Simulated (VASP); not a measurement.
# C (Fd-3m) in VASP: settings compared, part 2 of 2

VASP 6.6.1. The steps go on from the part before.

**5. Electric field gradients, r2SCAN**

POSCAR reads:

```
C
1.0
    0.0000000000      1.7834000000      1.7834000000
    1.7834000000      0.0000000000      1.7834000000
    1.7834000000      1.7834000000      0.0000000000
C
2
Direct
    0.5000000000      0.5000000000      0.5000000000
    0.7500000000      0.7500000000      0.7500000000
```

INCAR.step1 reads:

```
PREC = Accurate ; ENCUT = 910
ISMEAR = -1 ; SIGMA = 0.03
LREAL = F ; LASPH = T
NELM = 120 ; NBANDS = 11
GGA = PE ; ALGO = Normal
EDIFF = 1E-5 ; LWAVE = T
LCHARG = F ; GGA_COMPAT = F
```

INCAR.step2 reads:

```
PREC = Accurate ; ENCUT = 910
EDIFF = 1E-8 ; ISMEAR = -1
SIGMA = 0.03 ; LREAL = F
LASPH = T ; NELM = 120
ALGO = Normal ; ISIF = 2
LWAVE = F ; LCHARG = F
METAGGA = R2SCAN ; LMIXTAU = T
LEFG = T ; NBANDS = 11
ISTART = 1 ; GGA_COMPAT = F
```

KPOINTS reads:

```
Automatic mesh
0
Gamma
  16 16 16
```

Potentials or basis: VASP PAW PBE potentials, release 64 (C_h).

On the command line:

```
$ cat potpaw_PBE.64/C_h/POTCAR > POTCAR
$ cp INCAR.step1 INCAR
$ mpirun -np 1 vasp_std > vasp.out
$ cp INCAR.step2 INCAR
$ mpirun -np 1 vasp_std > vasp.out
```

OUTCAR:

```text
PREC = Accurate
   ENCUT = 910
   EDIFF = 1E-8
   ISMEAR = -1
   LREAL = F
   LASPH = T
   NELM = 120
   ISIF = 2
   METAGGA = R2SCAN
   ISTART = 1

 ion  position               nearest neighbor table
   1  0.500  0.500  0.500-
   2  0.750  0.750  0.750-

  LATTYP: Found a face centered cubic cell.
 ALAT       =     3.5668000000

  Lattice vectors:

 A1 = (   0.0000000000,   1.7834000000,   1.7834000000)
 A2 = (   1.7834000000,   0.0000000000,   1.7834000000)
 A3 = (   1.7834000000,   1.7834000000,   0.0000000000)

Analysis of symmetry for initial positions (statically):
=====================================================================
 Subroutine PRICEL returns:
 Original cell was already a primitive cell.

 Routine SETGRP: Setting up the symmetry group for a
 face centered cubic supercell.

 Subroutine GETGRP returns: Found 48 space group operations
 (whereof 24 operations were pure point group operations)
 out of a pool of 48 trial point group operations.

The static configuration has the point symmetry T_d .
 The point group associated with its full space group is O_h .

Analysis of symmetry for dynamics (positions and initial velocities):
=====================================================================
 Subroutine PRICEL returns:
 Original cell was already a primitive cell.

 Routine SETGRP: Setting up the symmetry group for a
 face centered cubic supercell.

 Subroutine GETGRP returns: Found 48 space group operations
 (whereof 24 operations were pure point group operations)
 out of a pool of 48 trial point group operations.

The dynamic configuration has the point symmetry T_d .
 The point group associated with its full space group is O_h .

 Subroutine INISYM returns: Found 48 space group operations
 (whereof 24 operations are pure point group operations),
 and found     1 'primitive' translations

----------------------------------------------------------------------------------------

                                     Primitive cell

  volume of cell :      11.3443

  direct lattice vectors                    reciprocal lattice vectors
     0.000000000  1.783400000  1.783400000    -0.280363351  0.280363351  0.280363351
     1.783400000  0.000000000  1.783400000     0.280363351 -0.280363351  0.280363351
     1.783400000  1.783400000  0.000000000     0.280363351  0.280363351 -0.280363351

  length of vectors
     2.522108467  2.522108467  2.522108467     0.485603568  0.485603568  0.485603568

  position of ions in fractional coordinates (direct lattice)
     0.500000000  0.500000000  0.500000000
     0.750000000  0.750000000  0.750000000

  ion indices of the primitive-cell ions
   primitive index   ion index
                 1           1
                 2           2

----------------------------------------------------------------------------------------

 KPOINTS: Automatic mesh
[... 82 lines left out ...]
   EFERMI =   0.00;   METHOD = LEGACY
   ISMEAR =    -1;   SIGMA  =   0.03  broadening in eV -4-tet -1-fermi 0-gaus
   EFERMI_NEDOS =   21; number of points for ismear=-14 and -15
   IALGO  =     38    algorithm
   IMIX   =      4    mixing-type and parameters
     AMIX     =   0.40;   BMIX     =  1.00
     AMIX_MAG =   1.60;   BMIX_MAG =  1.00
  volume/ion in A,a.u.               =       5.67        38.28
  Fermi-wavevector in a.u.,A,eV,Ry     =   1.457178  2.753668 28.890189  2.123369
  Thomas-Fermi vector in A             =   2.574010
   LORBIT       =      0    0 simple, 1 ext, 2 COOP (PROOUT), +10 PAW based schemes
   METAGGA = R2SCAN    functional components
   LHFCALC =     F    Hartree Fock is set to
   AEXX    =    0.0000 exact exchange contribution
   IVDW    =     0    specifies the selected vdW correction
   LEPSILON=     F    determine dielectric tensor
   LRPA    =     F    only Hartree local field effects (RPA)
 non-spin polarized calculation
  energy-cutoff  :      910.00
  volume of cell :       11.34
 maximum number of plane-waves:       725
 NGX is ok and might be reduce to    28
   NGX = 13   NGY = 13   NGZ = 13

 number of electron       8.0000000 magnetization

 Free energy of the ion-electron system (eV)
  ---------------------------------------------------
  ext. energy  EPLUGINS =         0.00000000
  ---------------------------------------------------
  free energy    TOTEN  =       -19.71891140 eV

  energy without entropy =      -19.71891140  energy(sigma->0) =      -19.71891140

 E-fermi :  11.5365     XC(G=0): -14.2700

 val. band max:       10.9074625456   @ k =   0.0000   0.0000   0.0000
 cond. band min:      15.2633586390   @ k =   0.3750   0.3750   0.0000
 fundamental gap:      4.3558960934
 Fermi energy:        11.5365362843

 k-point     1 :       0.0000    0.0000    0.0000
  band No.  band energies     occupation
      1     -11.7610      2.00000
      2      10.9075      2.00000
      3      10.9075      2.00000
      4      10.9075      2.00000
      5      16.7863      0.00000
      6      16.7863      0.00000
      7      16.7863      0.00000
      8      24.7588      0.00000
      9      31.3065      0.00000
     10      38.2602      0.00000
     11      38.2602      0.00000
[... 309 lines left out ...]
 k-point    24 :      -0.0625    0.0625    0.0000
  band No.  band energies     occupation
      1     -11.4600      2.00000
      2       9.3842      2.00000
      3       9.7718      2.00000
      4      10.7157      2.00000
      5      17.0963      0.00000
      6      17.6624      0.00000
      7      17.9642      0.00000
      8      25.0292      0.00000
      9      31.8156      0.00000
     10      34.9555      0.00000
     11      36.3454      0.00000

 [... further k-points ...]

------------------------ aborting loop because EDIFF is reached ----------------------------------------

  FORCE on cell =-STRESS in cart. coord.  units (eV):
  Direction    XX          YY          ZZ          XY          YZ          ZX
  --------------------------------------------------------------------------------------
  -------------------------------------------------------------------------------------
  Total       -0.2327365     -0.2327365     -0.2327365      0.0000000      0.0000000     -0.0000000
  in kB      -32.8699278    -32.8699278    -32.8699278      0.0000000      0.0000000     -0.0000000
  external PRESSURE =     -32.8699278 kB  Pullay stress =       0.0000000 kB

 VOLUME and BASIS-vectors are now :
 -----------------------------------------------------------------------------
  energy-cutoff  :      910.00
  volume of cell :       11.34
      direct lattice vectors                 reciprocal lattice vectors
     0.000000000  1.783400000  1.783400000    -0.280363351  0.280363351  0.280363351
     1.783400000  0.000000000  1.783400000     0.280363351 -0.280363351  0.280363351
     1.783400000  1.783400000  0.000000000     0.280363351  0.280363351 -0.280363351

 POSITION                                       TOTAL-FORCE (eV/Angst)
 -----------------------------------------------------------------------------------
      1.78340      1.78340      1.78340         0.000000      0.000000      0.000000
      2.67510      2.67510      2.67510        -0.000000     -0.000000     -0.000000
 -----------------------------------------------------------------------------------
    total drift:                                0.000000      0.000000     -0.000000

  FREE ENERGIE OF THE ION-ELECTRON SYSTEM (eV)
  ---------------------------------------------------
  free  energy   TOTEN  =       -19.7189114019 eV

  energy  without entropy=      -19.7189114019  energy(sigma->0) =      -19.71891140

 Electric field gradients (V/A^2)
---------------------------------------------------------------------
 ion       V_xx      V_yy      V_zz      V_xy      V_xz      V_yz
---------------------------------------------------------------------
   1      -0.000    -0.000     0.000    -0.000    -0.000    -0.000
   2      -0.000    -0.000     0.000    -0.000    -0.000    -0.000
---------------------------------------------------------------------

 Electric field gradients after diagonalization (V/A^2)
 (convention: |V_zz| > |V_xx| > |V_yy|)
----------------------------------------------------------------------
 ion       V_xx      V_yy      V_zz     asymmetry (V_yy - V_xx)/ V_zz
----------------------------------------------------------------------
   1       0.000     0.000    -0.000       0.000
   2       0.000     0.000    -0.000       0.000
----------------------------------------------------------------------

           NMR quadrupolar parameters

 Cq : quadrupolar parameter    Cq=e*Q*V_zz/h
 eta: asymmetry parameters     (V_yy - V_xx)/ V_zz
 Q  : nuclear electric quadrupole moment in mb (millibarn)
----------------------------------------------------------------------
 ion       Cq(MHz)       eta       Q (mb)
----------------------------------------------------------------------
   1      -0.000       0.000       1.000
   2      -0.000       0.000       1.000
----------------------------------------------------------------------
```

Run time: 1.8 min. Hardware: 1 thread of Intel Xeon 6975P-C (Granite Rapids), shared host; peak memory 0.17 GiB.

Results:

- Free energy: -19.7189 eV
- Pressure: -3.3 GPa
- Band gap on the k mesh: 4.36 eV, indirect (least direct gap 5.88 eV)

Levels at points of the mesh, in eV from the valence-band top:
```csv
k point,band 2,band 3,band 4,band 5,band 6,band 7
"(0.00, 0.00, 0.00)",0.00,0.00,0.00,5.88,5.88,5.88
"(0.50, 0.00, 0.00)",-14.02,-2.97,-2.97,8.91,8.91,9.15
"(0.50, 0.50, 0.00)",-13.57,-6.64,-6.64,5.02,5.02,17.92
```

Caveat: the cutoff is under 1.25 times the usual one of these potentials, so pressure, stress and relaxed cells hold a basis-set (Pulay) error; without QUAD_EFG the Cq values of the log hold for a quadrupole moment of 1 mb, not for the nuclei; the PAW data sets were made with another functional, which shifts forces and pressure a little. A k mesh can miss the band edges.

**6. The runs side by side**

```csv
level,potentials or basis,cutoff (eV),second run,gap on the mesh (eV),pressure (GPa)
PBEsol,"VASP PAW PBE potentials, release 64 (C)",520,-,4.00,-3.8
r2SCAN,"VASP PAW PBE potentials, release 64 (C)",520,-,4.33,-1.4
PBEsol,"VASP PAW PBE potentials, release 64 (C_h)",910,hard_potentials,4.01,-4.8
r2SCAN,"VASP PAW PBE potentials, release 64 (C_h)",910,hard_potentials,4.36,-3.3
```

Alike in all rows: task electric field gradients; no spin polarisation; cell as given; k mesh 16 × 16 × 16; smearing fermi-dirac 0.03 eV.

Caveats: the PAW data sets were made with another functional, which shifts forces and pressure a little; the cutoff is under 1.25 times the usual one of these potentials, so pressure, stress and relaxed cells hold a basis-set (Pulay) error (some runs).

Absolute energies hang on the potentials; compare differences alone.
